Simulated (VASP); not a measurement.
# F: single point with PBEsol

Crystal: F.

```xyz
4
Lattice="2.9801 -1.7128 -0.2299 2.9801 1.7128 -0.2299 -2.2408 0.0000 6.8592" Properties=species:S:1:pos:R:3 pbc="T T T"
F     0.2682    0.0000    0.6880
F     3.4512    0.0000    5.7115
F     1.6591    0.0000    3.8419
F     2.0603    0.0000    2.5576
```

- Program: VASP 6.6.1
- Task: single point
- Functional: PBEsol
- Potentials or basis: VASP PAW PBE potentials, release 64 (F)
- Cutoff: 520 eV
- k mesh: 4 × 4 × 2
- Occupations: gaussian, width 0.05 eV
- Spin: no spin polarisation

- Pressure: 0.8 GPa
- Largest force: 2.953 eV/Å
- Band gap on the k mesh: 2.29 eV, indirect (least direct gap 2.40 eV)

Forces in eV/Å, atoms in the order of the input:
```
F   -0.569  0.000 -1.625
F    0.569  0.000  1.625
F   -0.850  0.000  2.827
F    0.850  0.000 -2.827
```

Stress tensor (GPa, compression positive):
```
-0.45  0.00 -4.66
 0.00 -0.42  0.00
-4.66  0.00  3.13
```

Levels at points of the mesh, in eV from the valence-band top:
```
           k point  band 12  band 13  band 14  band 15  band 16  band 17
(0.00, 0.00, 0.00)    -0.26    -0.11    -0.11     2.29     4.25     8.83
(0.50, 0.00, 0.00)    -0.39    -0.34    -0.28     2.50     4.24    12.91
(0.50, 0.50, 0.00)    -0.42    -0.21     0.00     2.44     4.21    13.08
(0.00, 0.00, 0.50)    -0.29    -0.25    -0.12     2.39     4.12     9.63
(0.50, 0.00, 0.50)    -0.49    -0.24    -0.07     2.44     4.25    12.92
(0.50, 0.50, 0.50)    -0.41    -0.28    -0.12     2.51     4.23    12.85
```

Run time: 9.3 s on 1 thread of Intel(R) Xeon(R) 6975P-C (Granite Rapids) (shared host), peak memory 0.18 GiB.

Caveat: the k points lie up to 0.54 Å⁻¹ apart; the PAW data sets were made with another functional, which shifts forces and pressure a little. A k mesh can miss the band edges.
